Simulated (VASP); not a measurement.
# Zr (P6_3/mmc) in VASP: a series of runs

Runs on Zr. Level: PBEsol. Tasks: single point.

All numbers are computed with VASP 6.6.1; they aren't measurements. Logs are shortened: lines on timing, memory, paths and dates and some standing lists are left out, and cuts for length are marked.

## (1) The cell of the first run

It takes space group P6_3/mmc (No. 194, hexagonal). The conventional cell has a = 3.166 Å, b = 3.166 Å, c = 5.042 Å, α = 90.00°, β = 90.00°, γ = 120.00°. Zr (site symmetry -6m2) has 12 Zr at 3.11 to 3.17 Å within 4.1 Å.

## (2) Single point, PBEsol (21.88 Å³/atom)

File INCAR:

```
SYSTEM = Zr
PREC     = Accurate       ! precision mode
ENCUT    = 520            ! plane-wave cutoff, eV
EDIFF    = 1E-7           ! SCF threshold, eV
ISMEAR   = -1             ! smearing method
SIGMA    = 0.08           ! smearing width, eV
LREAL    = .FALSE.        ! projectors in reciprocal space
LASPH    = .TRUE.         ! aspherical terms in the spheres
NELM     = 100            ! most SCF steps
ALGO     = Normal         ! electronic algorithm
ISIF     = 2              ! what is computed and relaxed
LWAVE    = .FALSE.        ! write WAVECAR
LCHARG   = .FALSE.        ! write CHGCAR
GGA      = PS             ! functional
NBANDS   = 19             ! bands
```

File KPOINTS:

```
Automatic mesh
0
G
  13 13 7
  0 0 0
```

File POSCAR:

```
Zr
1.0
    3.1660205622      0.0000000000      0.0000000000
   -1.5830102810      2.7418542357      0.0000000000
    0.0000000000      0.0000000000      5.0419297016
Zr
2
Direct
    0.3333333333      0.6666666667      0.2500000000
    0.6666666667      0.3333333333      0.7500000000
```

Potentials or basis: VASP PAW PBE potentials, release 64 (Zr_sv).

Command:

```
cat potpaw_PBE.64/Zr_sv/POTCAR > POTCAR
mpirun -np 1 vasp_std > vasp.out
```

OUTCAR:

```text
SYSTEM = Zr
   PREC = Accurate
   ENCUT = 520
   EDIFF = 1E-7
   ISMEAR = -1
   LREAL = .FALSE.
   LASPH = .TRUE.
   NELM = 100
   ISIF = 2
   GGA = PS

 ion  position               nearest neighbor table
   1  0.333  0.667  0.250-   2 3.11   2 3.11   2 3.11   2 3.11   2 3.11   2 3.11
   2  0.667  0.333  0.750-   1 3.11   1 3.11   1 3.11   1 3.11   1 3.11   1 3.11

  LATTYP: Found a hexagonal cell.
 ALAT       =     3.1660205622
 C/A-ratio  =     1.5925132521

  Lattice vectors:

 A1 = (   3.1660205622,   0.0000000000,   0.0000000000)
 A2 = (  -1.5830102810,   2.7418542357,   0.0000000000)
 A3 = (   0.0000000000,   0.0000000000,   5.0419297016)

Analysis of symmetry for initial positions (statically):
=====================================================================
 Subroutine PRICEL returns:
 Original cell was already a primitive cell.

 Routine SETGRP: Setting up the symmetry group for a
 hexagonal supercell.

 Subroutine GETGRP returns: Found 24 space group operations
 (whereof 12 operations were pure point group operations)
 out of a pool of 24 trial point group operations.

The static configuration has the point symmetry D_3d.
 The point group associated with its full space group is D_6h.

Analysis of symmetry for dynamics (positions and initial velocities):
=====================================================================
 Subroutine PRICEL returns:
 Original cell was already a primitive cell.

 Routine SETGRP: Setting up the symmetry group for a
 hexagonal supercell.

 Subroutine GETGRP returns: Found 24 space group operations
 (whereof 12 operations were pure point group operations)
 out of a pool of 24 trial point group operations.

The dynamic configuration has the point symmetry D_3d.
 The point group associated with its full space group is D_6h.

 Subroutine INISYM returns: Found 24 space group operations
 (whereof 12 operations are pure point group operations),
 and found     1 'primitive' translations

----------------------------------------------------------------------------------------

                                     Primitive cell

  volume of cell :      43.7678

  direct lattice vectors                    reciprocal lattice vectors
     3.166020562  0.000000000  0.000000000     0.315853918  0.182358345  0.000000000
    -1.583010281  2.741854236  0.000000000     0.000000000  0.364716690  0.000000000
     0.000000000  0.000000000  5.041929702     0.000000000  0.000000000  0.198336760

  length of vectors
     3.166020562  3.166020562  5.041929702     0.364716690  0.364716690  0.198336760

  position of ions in fractional coordinates (direct lattice)
     0.333333333  0.666666667  0.250000000
     0.666666667  0.333333333  0.750000000

  ion indices of the primitive-cell ions
   primitive index   ion index
                 1           1
                 2           2

----------------------------------------------------------------------------------------

 KPOINTS: Automatic mesh

Automatic generation of k-mesh.
 Grid dimensions read from file:
 generate k-points for:   13   13    7

 Generating k-lattice:

  Cartesian coordinates                     Fractional coordinates (reciprocal lattice)
     0.024296455  0.014027565  0.000000000     0.076923077 -0.000000000  0.000000000
     0.000000000  0.028055130  0.000000000     0.000000000  0.076923077  0.000000000
     0.000000000  0.000000000  0.028333823     0.000000000  0.000000000  0.142857143

  Length of vectors
     0.028055130  0.028055130  0.028333823

  Shift w.r.t. Gamma in fractional coordinates (k-lattice)
     0.000000000  0.000000000  0.000000000

 Subroutine IBZKPT returns following result:
 ===========================================

 Found     84 irreducible k-points:

 Following reciprocal coordinates:
            Coordinates               Weight
  0.000000  0.000000  0.000000      1.000000
  0.076923  0.000000  0.000000      6.000000
  0.153846  0.000000  0.000000      6.000000
  0.230769  0.000000  0.000000      6.000000
  0.307692  0.000000  0.000000      6.000000
  0.384615 -0.000000  0.000000      6.000000
[... 16 lines left out ...]
  0.076923  0.000000  0.142857     12.000000
  0.153846  0.000000  0.142857     12.000000
 [... further k-points ...]
   k-points           NKPTS =     84   k-points in BZ     NKDIM =     84   number of bands    NBANDS=     19
   number of dos      NEDOS =    301   number of ions     NIONS =      2
   total plane-waves  NPLWV =  23040
   dimension x,y,z NGX =    24 NGY =   24 NGZ =   40
   dimension x,y,z NGXF=    48 NGYF=   48 NGZF=   80
   ions per type =               2
   NGX,Y,Z   is equivalent  to a cutoff of  12.60, 12.60, 13.19 a.u.
   NGXF,Y,Z  is equivalent  to a cutoff of  25.20, 25.20, 26.38 a.u.
 SYSTEM =  Zr
   PREC   = accura    normal or accurate (medium, high low for compatibility)
   ISTART =      0    job   : 0-new  1-cont  2-samecut
   ICHARG =      2    charge: 1-file 2-atom 10-const
   ISPIN  =      1    spin polarized calculation?
   LNONCOLLINEAR =      F non collinear calculations
   LSORBIT =      F    spin-orbit coupling
   LASPH  =      T    aspherical Exc in radial PAW
   ENCUT  =  520.0 eV  38.22 Ry    6.18 a.u.   5.89  5.89  9.37*2*pi/ulx,y,z
   NELM   =    100;   NELMIN=  2; NELMDL= -5     # of ELM steps
   EDIFF  = 0.1E-06   stopping-criterion for ELM
   LREAL  =      F    real-space projection
   EDIFFG = 0.1E-05   stopping-criterion for IOM
   NSW    =      0    number of steps for IOM
   IBRION =     -1    ionic relax: 0-MD 1-quasi-New 2-CG
   NFREE  =      0    steps in history (QN), initial steepest desc. (CG)
   ISIF   =      2    stress and relaxation
   ISYM   =      2    0-nonsym 1-usesym 2-fastsym
   POTIM  = 0.5000    time-step for ionic-motion
   TEBEG  =    0.0;   TEEND  =   0.0 temperature during run
   PSTRESS=    0.0 pullay stress
   NELECT =      24.0000    total number of electrons
   NUPDOWN=      -1.0000    fix difference up-down
   EMIN   =  10.00;   EMAX   =-10.00  energy-range for DOS
   EFERMI =   0.00;   METHOD = LEGACY
   ISMEAR =    -1;   SIGMA  =   0.08  broadening in eV -4-tet -1-fermi 0-gaus
   EFERMI_NEDOS =   21; number of points for ismear=-14 and -15
   IALGO  =     38    algorithm
   IMIX   =      4    mixing-type and parameters
     AMIX     =   0.40;   BMIX     =  1.00
     AMIX_MAG =   1.60;   BMIX_MAG =  1.00
  volume/ion in A,a.u.               =      21.88       147.68
  Fermi-wavevector in a.u.,A,eV,Ry     =   1.339966  2.532168 24.429363  1.795508
  Thomas-Fermi vector in A             =   2.468316
   LORBIT       =      0    0 simple, 1 ext, 2 COOP (PROOUT), +10 PAW based schemes
   GGA     = PS    functional components
   LHFCALC =     F    Hartree Fock is set to
   AEXX    =    0.0000 exact exchange contribution
   IVDW    =     0    specifies the selected vdW correction
   LEPSILON=     F    determine dielectric tensor
   LRPA    =     F    only Hartree local field effects (RPA)
 non-spin polarized calculation
  energy-cutoff  :      520.00
  volume of cell :       43.77
 maximum number of plane-waves:      1194
 NGX is ok and might be reduce to    24
   NGX = 11   NGY = 11   NGZ = 19

 number of electron      24.0000000 magnetization

 Free energy of the ion-electron system (eV)
  ---------------------------------------------------
  ext. energy  EPLUGINS =         0.00000000
  ---------------------------------------------------
  free energy    TOTEN  =       -18.17144392 eV

  energy without entropy =      -18.12740836  energy(sigma->0) =      -18.14942614

 E-fermi :   9.5593     XC(G=0): -11.4883

 val. band max:        9.5568702775   @ k =   0.0769   0.0769   0.0000
 cond. band min:       9.5743827159   @ k =   0.3846   0.1538   0.2857
 fundamental gap:      0.0175124385
 Fermi energy:         9.5593215086

 k-point     1 :       0.0000    0.0000    0.0000
  band No.  band energies     occupation
      1     -39.0516      2.00000
      2     -38.8500      2.00000
      3     -17.7235      2.00000
      4     -16.6628      2.00000
      5     -16.6628      2.00000
      6     -16.4908      2.00000
[... 11 lines left out ...]
     18      11.8134      0.00000
     19      14.3124      0.00000

 k-point     2 :       0.0769    0.0000    0.0000
  band No.  band energies     occupation
      1     -39.0429      2.00000
      2     -38.8463      2.00000
      3     -17.7013      2.00000
      4     -16.7127      2.00000
      5     -16.6791      2.00000
      6     -16.5425      2.00000
[... 11 lines left out ...]
     18      11.6541      0.00000
     19      14.4351      0.00000

 k-point     3 :       0.1538    0.0000    0.0000
  band No.  band energies     occupation
      1     -39.0181      2.00000
      2     -38.8366      2.00000
      3     -17.6374      2.00000
      4     -16.8507      2.00000
      5     -16.7229      2.00000
      6     -16.6822      2.00000
[... 11 lines left out ...]
     18      11.8026      0.00000
     19      14.6983      0.00000

 k-point     4 :       0.2308    0.0000    0.0000
  band No.  band energies     occupation
      1     -38.9818      2.00000
      2     -38.8240      2.00000
      3     -17.5390      2.00000
      4     -17.0444      2.00000
      5     -16.8704      2.00000
      6     -16.7817      2.00000
[... 11 lines left out ...]
     18      12.5230      0.00000
     19      14.9543      0.00000

 k-point     5 :       0.3077    0.0000    0.0000
  band No.  band energies     occupation
      1     -38.9405      2.00000
      2     -38.8130      2.00000
      3     -17.4187      2.00000
      4     -17.2483      2.00000
      5     -17.0607      2.00000
      6     -16.8414      2.00000
[... 11 lines left out ...]
     18      13.4280      0.00000
     19      15.1383      0.00000

 k-point     6 :       0.3846   -0.0000    0.0000
  band No.  band energies     occupation
      1     -38.9024      2.00000
      2     -38.8075      2.00000
      3     -17.4153      2.00000
      4     -17.2957      2.00000
      5     -17.2124      2.00000
      6     -16.8893      2.00000
[... 11 lines left out ...]
     18      14.3813      0.00000
     19      15.2453      0.00000

 k-point     7 :       0.4615    0.0000    0.0000
  band No.  band energies     occupation
      1     -38.8775      2.00000
      2     -38.8077      2.00000
      3     -17.5087      2.00000
      4     -17.2960      2.00000
      5     -17.2055      2.00000
      6     -16.9158      2.00000
[... 11 lines left out ...]
     18      15.2921      0.00000
     19      15.5710      0.00000

 k-point     8 :       0.0769    0.0769    0.0000
  band No.  band energies     occupation
      1     -39.0261      2.00000
      2     -38.8396      2.00000
      3     -17.6582      2.00000
      4     -16.7973      2.00000
      5     -16.7297      2.00000
      6     -16.6204      2.00000
[... 256 lines left out ...]
 k-point    20 :       0.3846    0.2308    0.0000
  band No.  band energies     occupation
      1     -38.8471      2.00000
      2     -38.8141      2.00000
      3     -17.4082      2.00000
      4     -17.2035      2.00000
      5     -17.1133      2.00000
      6     -17.0815      2.00000
[... 11 lines left out ...]
     18      14.7339      0.00000
     19      16.4475      0.00000

 k-point    21 :       0.3077    0.3077    0.0000
  band No.  band energies     occupation
      1     -38.8381      2.00000
      2     -38.8186      2.00000
      3     -17.3654      2.00000
      4     -17.1982      2.00000
      5     -17.1336      2.00000
      6     -17.0384      2.00000
[... 11 lines left out ...]
     18      14.6533      0.00000
     19      16.4524      0.00000

 k-point    22 :       0.0000    0.0000    0.1429
  band No.  band energies     occupation
      1     -39.0419      2.00000
      2     -38.8602      2.00000
      3     -17.6665      2.00000
      4     -16.6544      2.00000
      5     -16.6544      2.00000
      6     -16.5518      2.00000
[... 11 lines left out ...]
     18      12.0938      0.00000
     19      14.3726      0.00000

 k-point    23 :       0.0769    0.0000    0.1429
  band No.  band energies     occupation
      1     -39.0333      2.00000
      2     -38.8563      2.00000
      3     -17.6471      2.00000
      4     -16.7029      2.00000
      5     -16.6702      2.00000
      6     -16.5960      2.00000
[... 11 lines left out ...]
     18      11.9979      0.00000
     19      14.4719      0.00000

 k-point    24 :       0.1538    0.0000    0.1429
  band No.  band energies     occupation
      1     -39.0093      2.00000
      2     -38.8457      2.00000
      3     -17.5923      2.00000
      4     -16.8368      2.00000
      5     -16.7288      2.00000
      6     -16.7128      2.00000
[... 11 lines left out ...]
     18      11.9923      0.00000
     19      14.6799      0.00000

 [... further k-points ...]

------------------------ aborting loop because EDIFF is reached ----------------------------------------

  FORCE on cell =-STRESS in cart. coord.  units (eV):
  Direction    XX          YY          ZZ          XY          YZ          ZX
  --------------------------------------------------------------------------------------
  -------------------------------------------------------------------------------------
  Total        0.6622966      0.6622966      1.0072963      0.0000000      0.0000000      0.0000000
  in kB       24.2442219     24.2442219     36.8733796      0.0000000      0.0000000      0.0000000
  external PRESSURE =      28.4539411 kB  Pullay stress =       0.0000000 kB

 VOLUME and BASIS-vectors are now :
 -----------------------------------------------------------------------------
  energy-cutoff  :      520.00
  volume of cell :       43.77
      direct lattice vectors                 reciprocal lattice vectors
     3.166020562  0.000000000  0.000000000     0.315853918  0.182358345  0.000000000
    -1.583010281  2.741854236  0.000000000     0.000000000  0.364716690  0.000000000
     0.000000000  0.000000000  5.041929702     0.000000000  0.000000000  0.198336760

 POSITION                                       TOTAL-FORCE (eV/Angst)
 -----------------------------------------------------------------------------------
     -0.00000      1.82790      1.26048         0.000000     -0.000000      0.000000
      1.58301      0.91395      3.78145        -0.000000      0.000000      0.000000
 -----------------------------------------------------------------------------------
    total drift:                               -0.000000      0.000000     -0.000000

  FREE ENERGIE OF THE ION-ELECTRON SYSTEM (eV)
  ---------------------------------------------------
  free  energy   TOTEN  =       -18.1714439156 eV

  energy  without entropy=      -18.1274083599  energy(sigma->0) =      -18.14942614
```

It took 89 s on 1 thread of Intel Xeon 8259CL, shared host; peak memory 0.19 GiB.

What came out:

| Property | Result |
| --- | --- |
| Free energy | -18.1714 eV |
| Pressure | 2.8 GPa |
| Band gap on the k mesh | zero (bands 12 and 13 overlap by 1.21 eV) |

Stress tensor (GPa, compression positive):
```
2.42 0.00 0.00
0.00 2.42 0.00
0.00 0.00 3.69
```

Levels at points of the mesh, in eV from the Fermi level:
```tsv
k point	band 9	band 10	band 11	band 12	band 13	band 14	band 15	band 16
(0.00, 0.00, 0.00)	-5.77	-3.21	0.87	0.87	1.05	1.45	1.63	1.63
```

Caveat: the PAW data sets were made with another functional, which shifts forces and pressure a little.

(Continued in part 2 of 2.)
